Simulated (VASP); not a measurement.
# Si (R-3m) in VASP: further runs, part 2 of 2

VASP 6.6.1. Earlier steps stand in the parts before.

### 4 Electric field gradients, LDA (equal xy, yz and zx shear strains of +3 %)

File INCAR:

```
ALGO = Normal ; EDIFF = 1E-8
ENCUT = 520 ; GGA = CA
ISIF = 2 ; ISMEAR = -1
LASPH = T ; LCHARG = F
LEFG = T ; LREAL = F
LWAVE = F ; NBANDS = 11
NELM = 80 ; PREC = Accurate
SIGMA = 0.08
```

File KPOINTS:

```
k-points
0
Gamma
  11 11 11
```

File POSCAR:

```
Si
1.0
    0.0814641000      2.7562020500      2.7562020500
    2.7562020500      0.0814641000      2.7562020500
    2.7562020500      2.7562020500      0.0814641000
Si
2
Direct
    0.5000000000      0.5000000000      0.5000000000
    0.7500000000      0.7500000000      0.7500000000
```

Potentials or basis: VASP PAW LDA potentials, release 64 (Si).

Command:

```bash
cat potpaw_LDA.64/Si/POTCAR > POTCAR
mpirun -np 1 vasp_std > vasp.out
```

OUTCAR:

```text
EDIFF = 1E-8
   ENCUT = 520
   GGA = CA
   ISIF = 2
   ISMEAR = -1
   LASPH = T
   LREAL = F
   NELM = 80
   PREC = Accurate

 ion  position               nearest neighbor table
   1  0.500  0.500  0.500-   2 2.33   2 2.33   2 2.33   2 2.42
   2  0.750  0.750  0.750-   1 2.33   1 2.33   1 2.33   1 2.42

  LATTYP: Found a trigonal (rhomboedric) cell.
 ALAT       =     3.8987095148
 COS(alpha) =     0.5293254421

  Lattice vectors:

 A1 = (   0.0814641000,   2.7562020500,   2.7562020500)
 A2 = (   2.7562020500,   0.0814641000,   2.7562020500)
 A3 = (   2.7562020500,   2.7562020500,   0.0814641000)

Analysis of symmetry for initial positions (statically):
=====================================================================
 Subroutine PRICEL returns:
 Original cell was already a primitive cell.

 Routine SETGRP: Setting up the symmetry group for a
 trigonal (rhombohedral) supercell.

 Subroutine GETGRP returns: Found 12 space group operations
 (whereof  6 operations were pure point group operations)
 out of a pool of 12 trial point group operations.

The static configuration has the point symmetry C_3v.
 The point group associated with its full space group is D_3d.

Analysis of symmetry for dynamics (positions and initial velocities):
=====================================================================
 Subroutine PRICEL returns:
 Original cell was already a primitive cell.

 Routine SETGRP: Setting up the symmetry group for a
 trigonal (rhombohedral) supercell.

 Subroutine GETGRP returns: Found 12 space group operations
 (whereof  6 operations were pure point group operations)
 out of a pool of 12 trial point group operations.

The dynamic configuration has the point symmetry C_3v.
 The point group associated with its full space group is D_3d.

 Subroutine INISYM returns: Found 12 space group operations
 (whereof  6 operations are pure point group operations),
 and found     1 'primitive' translations

----------------------------------------------------------------------------------------

                                     Primitive cell

  volume of cell :      40.0198

  direct lattice vectors                    reciprocal lattice vectors
     0.081464100  2.756202050  2.756202050    -0.189656543  0.184211858  0.184211858
     2.756202050  0.081464100  2.756202050     0.184211858 -0.189656543  0.184211858
     2.756202050  2.756202050  0.081464100     0.184211858  0.184211858 -0.189656543

  length of vectors
     3.898709515  3.898709515  3.898709515     0.322238454  0.322238454  0.322238454

  position of ions in fractional coordinates (direct lattice)
     0.500000000  0.500000000  0.500000000
     0.750000000  0.750000000  0.750000000

  ion indices of the primitive-cell ions
   primitive index   ion index
                 1           1
                 2           2

----------------------------------------------------------------------------------------

 KPOINTS: k-points
[... 78 lines left out ...]
   PSTRESS=    0.0 pullay stress
   NELECT =       8.0000    total number of electrons
   NUPDOWN=      -1.0000    fix difference up-down
   EMIN   =  10.00;   EMAX   =-10.00  energy-range for DOS
   EFERMI =   0.00;   METHOD = LEGACY
   ISMEAR =    -1;   SIGMA  =   0.08  broadening in eV -4-tet -1-fermi 0-gaus
   EFERMI_NEDOS =   21; number of points for ismear=-14 and -15
   IALGO  =     38    algorithm
   IMIX   =      4    mixing-type and parameters
     AMIX     =   0.40;   BMIX     =  1.00
     AMIX_MAG =   1.60;   BMIX_MAG =  1.00
  volume/ion in A,a.u.               =      20.01       135.03
  Fermi-wavevector in a.u.,A,eV,Ry     =   0.957223  1.808890 12.466698  0.916276
  Thomas-Fermi vector in A             =   2.086222
   LORBIT       =      0    0 simple, 1 ext, 2 COOP (PROOUT), +10 PAW based schemes
   GGA     = CA    functional components
   LHFCALC =     F    Hartree Fock is set to
   AEXX    =    0.0000 exact exchange contribution
   IVDW    =     0    specifies the selected vdW correction
   LEPSILON=     F    determine dielectric tensor
   LRPA    =     F    only Hartree local field effects (RPA)
 non-spin polarized calculation
  energy-cutoff  :      520.00
  volume of cell :       40.02
 maximum number of plane-waves:      1090
 NGX is ok and might be reduce to    30
   NGX = 15   NGY = 15   NGZ = 15

 number of electron       8.0000000 magnetization

 Free energy of the ion-electron system (eV)
  ---------------------------------------------------
  ext. energy  EPLUGINS =         0.00000000
  ---------------------------------------------------
  free energy    TOTEN  =       -11.88471271 eV

  energy without entropy =      -11.88400328  energy(sigma->0) =      -11.88435799

 E-fermi :   5.9786     XC(G=0):  -9.6075

 val. band max:        5.8183129469   @ k =   0.0000   0.0000   0.0000
 cond. band min:       6.2017716086   @ k =   0.4545   0.4545   0.0000
 fundamental gap:      0.3834586617
 Fermi energy:         5.9785948392

 k-point     1 :       0.0000    0.0000    0.0000
  band No.  band energies     occupation
      1      -6.1924      2.00000
      2       5.6832      1.95141
      3       5.8183      1.76233
      4       5.8183      1.76233
      5       7.6607      0.00000
      6       8.5265      0.00000
      7       8.5265      0.00000
      8       9.1950      0.00000
      9      13.4900      0.00000
     10      13.5200      0.00000
     11      13.5200      0.00000
[... 309 lines left out ...]
 k-point    24 :      -0.1818    0.1818    0.0000
  band No.  band energies     occupation
      1      -5.0208      2.00000
      2       1.6785      2.00000
      3       3.1279      2.00000
      4       5.0568      1.99998
      5       8.3867      0.00000
      6       9.4177      0.00000
      7       9.6618      0.00000
      8      11.2628      0.00000
      9      11.6586      0.00000
     10      16.0157      0.00000
     11      16.4126      0.00000

 [... further k-points ...]
[... 5 lines left out ...]
  --------------------------------------------------------------------------------------
  -------------------------------------------------------------------------------------
  Total       -0.2905579     -0.2905579     -0.2905579     -0.7112662     -0.7112662     -0.7112662
  in kB      -11.6323799    -11.6323799    -11.6323799    -28.4752840    -28.4752840    -28.4752840
  external PRESSURE =     -11.6323799 kB  Pullay stress =       0.0000000 kB

 VOLUME and BASIS-vectors are now :
 -----------------------------------------------------------------------------
  energy-cutoff  :      520.00
  volume of cell :       40.02
      direct lattice vectors                 reciprocal lattice vectors
     0.081464100  2.756202050  2.756202050    -0.189656543  0.184211858  0.184211858
     2.756202050  0.081464100  2.756202050     0.184211858 -0.189656543  0.184211858
     2.756202050  2.756202050  0.081464100     0.184211858  0.184211858 -0.189656543

 POSITION                                       TOTAL-FORCE (eV/Angst)
 -----------------------------------------------------------------------------------
      2.79693      2.79693      2.79693         0.239337      0.239337      0.239337
      4.19540      4.19540      4.19540        -0.239337     -0.239337     -0.239337
 -----------------------------------------------------------------------------------
    total drift:                               -0.000000     -0.000000     -0.000000

  FREE ENERGIE OF THE ION-ELECTRON SYSTEM (eV)
  ---------------------------------------------------
  free  energy   TOTEN  =       -11.8847127077 eV

  energy  without entropy=      -11.8840032797  energy(sigma->0) =      -11.88435799

 Electric field gradients (V/A^2)
---------------------------------------------------------------------
 ion       V_xx      V_yy      V_zz      V_xy      V_xz      V_yz
---------------------------------------------------------------------
   1      -0.000    -0.000    -0.000     6.082     6.082     6.082
   2      -0.000    -0.000    -0.000     6.082     6.082     6.082
---------------------------------------------------------------------

 Electric field gradients after diagonalization (V/A^2)
 (convention: |V_zz| > |V_xx| > |V_yy|)
----------------------------------------------------------------------
 ion       V_xx      V_yy      V_zz     asymmetry (V_yy - V_xx)/ V_zz
----------------------------------------------------------------------
   1      -6.082    -6.082    12.164       0.000
   2      -6.082    -6.082    12.164       0.000
----------------------------------------------------------------------

           NMR quadrupolar parameters

 Cq : quadrupolar parameter    Cq=e*Q*V_zz/h
 eta: asymmetry parameters     (V_yy - V_xx)/ V_zz
 Q  : nuclear electric quadrupole moment in mb (millibarn)
----------------------------------------------------------------------
 ion       Cq(MHz)       eta       Q (mb)
----------------------------------------------------------------------
   1       0.029       0.000       1.000
   2       0.029       0.000       1.000
----------------------------------------------------------------------
```

Wall time 82 s (1 thread of Intel Xeon Platinum 8259CL at 2.50GHz (Skylake/Cascade Lake), shared host); peak memory 0.17 GiB.

What came out:

| Item | Value |
| --- | --- |
| Free energy | -11.8847 eV |
| Pressure | -1.2 GPa |
| Largest force | 0.415 eV/Å |
| Band gap on the k mesh | 0.38 eV, indirect (least direct gap 1.84 eV) |

Forces in eV/Å, atoms in the order of the input:
```
Si   0.239  0.239  0.239
Si  -0.239 -0.239 -0.239
```

Stress tensor (GPa, compression positive):
```
-1.16 -2.85 -2.85
-2.85 -1.16 -2.85
-2.85 -2.85 -1.16
```

Electric field gradients, principal values (V/Å²):
```
atom   least  middle  greatest (by size)
1 Si  -6.082  -6.082              12.164
2 Si  -6.082  -6.082              12.164
```

Caveat: the cell differs from its parent crystal (equal xy, yz and zx shear strains of +3 %); without QUAD_EFG the Cq values of the log hold for a quadrupole moment of 1 mb, not for the nuclei.

### 5 Electric field gradients, LDA (equal xy, yz and zx shear strains of +3 %)

File INCAR:

```
SYSTEM = Si
  PREC = Accurate
  ENCUT = 520
  EDIFF = 1E-8
  ISMEAR = -1
  SIGMA = 0.08
  LREAL = .False.
  LASPH = .True.
  NELM = 100
  ALGO = Normal
  ISIF = 2
  LWAVE = .False.
  LCHARG = .False.
  GGA = CA
  LEFG = .True.
  NBANDS = 11
```

File KPOINTS:

```
Automatic mesh
0
Gamma
  11 11 11
  0 0 0
```

POSCAR is that of step 4.

Potentials or basis: VASP PAW LDA potentials, release 64 (Si).

Command:

```bash
cat potpaw_LDA.64/Si/POTCAR > POTCAR
mpirun -np 1 vasp_std > vasp.out
```

OUTCAR:

```text
SYSTEM = Si
   PREC = Accurate
   ENCUT = 520
   EDIFF = 1E-8
   ISMEAR = -1
   LREAL = .False.
   LASPH = .True.
   NELM = 100
   ISIF = 2
   GGA = CA

 ion  position               nearest neighbor table
   1  0.500  0.500  0.500-   2 2.33   2 2.33   2 2.33   2 2.42
   2  0.750  0.750  0.750-   1 2.33   1 2.33   1 2.33   1 2.42

  LATTYP: Found a trigonal (rhomboedric) cell.
 ALAT       =     3.8987095148
 COS(alpha) =     0.5293254421

  Lattice vectors:

[... 550 lines left out ...]

  FREE ENERGIE OF THE ION-ELECTRON SYSTEM (eV)
  ---------------------------------------------------
  free  energy   TOTEN  =       -11.8847127077 eV

  energy  without entropy=      -11.8840032797  energy(sigma->0) =      -11.88435799

 Electric field gradients (V/A^2)
---------------------------------------------------------------------
 ion       V_xx      V_yy      V_zz      V_xy      V_xz      V_yz
---------------------------------------------------------------------
   1      -0.000    -0.000    -0.000     6.082     6.082     6.082
   2      -0.000    -0.000    -0.000     6.082     6.082     6.082
---------------------------------------------------------------------

 Electric field gradients after diagonalization (V/A^2)
 (convention: |V_zz| > |V_xx| > |V_yy|)
----------------------------------------------------------------------
 ion       V_xx      V_yy      V_zz     asymmetry (V_yy - V_xx)/ V_zz
----------------------------------------------------------------------
   1      -6.082    -6.082    12.164       0.000
   2      -6.082    -6.082    12.164       0.000
----------------------------------------------------------------------

           NMR quadrupolar parameters

 Cq : quadrupolar parameter    Cq=e*Q*V_zz/h
 eta: asymmetry parameters     (V_yy - V_xx)/ V_zz
 Q  : nuclear electric quadrupole moment in mb (millibarn)
----------------------------------------------------------------------
 ion       Cq(MHz)       eta       Q (mb)
----------------------------------------------------------------------
   1       0.029       0.000       1.000
   2       0.029       0.000       1.000
----------------------------------------------------------------------
```

Run time: 82 s. Hardware: 1 thread of Intel Xeon Platinum 8259CL at 2.50GHz (Skylake/Cascade Lake), shared host; peak memory 0.17 GiB.

What came out:

```yaml
Free_energy: -11.8847 eV
Pressure: -1.2 GPa
Largest_force: 0.415 eV/Å
Band_gap_on_the_k_mesh: 0.38 eV, indirect (least direct gap 1.84 eV)
```

Forces on the atoms (eV/Å):
```
Si   0.239  0.239  0.239
Si  -0.239 -0.239 -0.239
```

Electric field gradients, principal values (V/Å²):
| atom | least | middle | greatest (by size) |
| --- | --- | --- | --- |
| 1 Si | -6.082 | -6.082 | 12.164 |
| 2 Si | -6.082 | -6.082 | 12.164 |

Caveat: the cell differs from its parent crystal (equal xy, yz and zx shear strains of +3 %); without QUAD_EFG the Cq values of the log hold for a quadrupole moment of 1 mb, not for the nuclei. A k mesh can miss the band edges.

### 6 Summary

| cell | gap on the mesh (eV) | pressure (GPa) | largest force (eV/Å) |
| --- | --- | --- | --- |
| a = 3.802 Å, angles 61.3°, 2 atoms | 0.42 | -1.3 | 0.36 |
| a = 3.860 Å, angles 59.3°, 2 atoms | 0.47 | -1.4 | 0.15 |
| a = 3.899 Å, angles 58.0°, 2 atoms | 0.38 | -1.2 | 0.41 |

Alike in all rows: task electric field gradients; level LDA; potentials or basis VASP PAW LDA potentials, release 64 (Si); no spin polarisation; k mesh 11 × 11 × 11; cutoff (eV) 520; smearing fermi-dirac 0.08 eV.

Absolute energies hang on the potentials; compare differences alone.
